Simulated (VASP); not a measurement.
Set up this calculation in VASP 6.6.1, as the native input.

```yaml
Task: single point
Functional: PBE0
Potentials_or_basis: VASP PAW PBE potentials, release 64 (S, Be)
Cutoff: 520 eV
k_mesh: 5 × 5 × 5
Occupations: fermi-dirac, width 0.05 eV
Spin: no spin polarisation
Dipole_correction: no
Grid_for_exact_exchange_PRECFOCK: Normal
Further_INCAR_settings: ALGO = Normal; EDIFF = 1e-06; NBANDS = 11
```

The system is BeS.

```
S Be
1.0
     0.00000    2.42500    2.42500
     2.42500    0.00000    2.42500
     2.42500    2.42500    0.00000
S Be
1 1
Direct
  0.75000 0.75000 0.75000
  0.00000 0.00000 0.00000
```

The input as run:

POSCAR

```
BeS
1.0
    0.0000000000      2.4250000000      2.4250000000
    2.4250000000      0.0000000000      2.4250000000
    2.4250000000      2.4250000000      0.0000000000
S Be
1 1
Direct
    0.7500000000      0.7500000000      0.7500000000
    0.0000000000      0.0000000000      0.0000000000
```

INCAR.step1

```
SYSTEM = BeS
PREC     = Accurate       ! precision mode
ENCUT    = 520            ! plane-wave cutoff, eV
EDIFF    = 1E-5           ! SCF threshold, eV
ISMEAR   = -1             ! smearing method
SIGMA    = 0.05           ! smearing width, eV
LREAL    = .False.        ! projectors in reciprocal space
LASPH    = .True.         ! aspherical terms in the spheres
NELM     = 60             ! most SCF steps
ALGO     = Normal         ! electronic algorithm
ISIF     = 2              ! what is computed and relaxed
LWAVE    = .True.         ! write WAVECAR
GGA      = PE             ! functional
NBANDS   = 11             ! bands
```

INCAR.step2

```
SYSTEM = BeS
PREC     = Accurate       ! precision mode
ENCUT    = 520            ! plane-wave cutoff, eV
EDIFF    = 1E-6           ! SCF threshold, eV
ISMEAR   = -1             ! smearing method
SIGMA    = 0.05           ! smearing width, eV
LREAL    = .False.        ! projectors in reciprocal space
LASPH    = .True.         ! aspherical terms in the spheres
NELM     = 60             ! most SCF steps
ALGO     = Normal         ! electronic algorithm
ISIF     = 2              ! what is computed and relaxed
LWAVE    = .False.        ! write WAVECAR
LCHARG   = .True.         ! write CHGCAR
GGA      = PE             ! functional
LHFCALC  = .True.         ! exact exchange
AEXX     = 0.25           ! exact-exchange fraction
PRECFOCK = Normal       
LELF     = .True.         ! ELF
LVHAR    = .True.       
ISTART   = 1            
NBANDS   = 11             ! bands
```

KPOINTS

```
Automatic mesh
0
Gamma
  5 5 5
  0 0 0
```

Potentials or basis: VASP PAW PBE potentials, release 64 (S, Be).

Launch:

```console
$ cat potpaw_PBE.64/S/POTCAR potpaw_PBE.64/Be/POTCAR > POTCAR
$ cp INCAR.step1 INCAR
$ mpirun -np 1 vasp_std > vasp.out
$ cp INCAR.step2 INCAR
$ mpirun -np 1 vasp_std > vasp.out
```

It gave:

* Pressure: 0.1 GPa
* Band gap on the k mesh: 5.11 eV, indirect (least direct gap 7.63 eV)

Caveat: the k points lie up to 0.45 Å⁻¹ apart; the PAW data sets were made with another functional, which shifts forces and pressure a little.

It took 83 s on 1 thread of Intel(R) Xeon(R) Platinum 8559C (Emerald Rapids), on a shared host, peak memory 0.15 GiB.
